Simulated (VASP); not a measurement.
Co, 2 atoms in the cell. The structure is trigonal, space group P-3m1 (No. 164). Conventional cell: a = 2.487 Å, b = 2.487 Å, c = 4.063 Å, α = 90.00°, β = 90.00°, γ = 120.00°. Co (site symmetry 3m) has 12 Co at 2.42 to 2.55 Å within 3.2 Å. 

| Quantity | Value |
| --- | --- |
| Program | VASP 6.6.1 |
| Task | single point |
| Functional | PBE |
| Potentials or basis | VASP PAW PBE potentials, release 64 (Co) |
| Cutoff | 520 eV |
| k mesh | 11 × 11 × 6 |
| Occupations | fermi-dirac, width 0.1 eV |
| Spin | non-collinear spin, typed start, spin-orbit coupling |
| Starting moments | [[1.7, 0.0, 0.0], [1.7, 0.0, 0.0]] μB |
| Dipole correction | no |
| Further INCAR settings | ALGO = Normal; EDIFF = 1e-07; NBANDS = 30 |

Potentials or basis: VASP PAW PBE potentials, release 64 (Co).

Run with:

```sh
$ cat potpaw_PBE.64/Co/POTCAR > POTCAR
$ mpirun -np 1 vasp_ncl > vasp.out
```

Hardware: 1 thread of Intel Xeon 8259CL, with other jobs on the host.

Estimate the wall time of this run.

It took 28 min on 1 thread of Intel Xeon 8259CL, on a shared host, peak memory 0.32 GiB. Counts: scf iterations 56, k points 204.
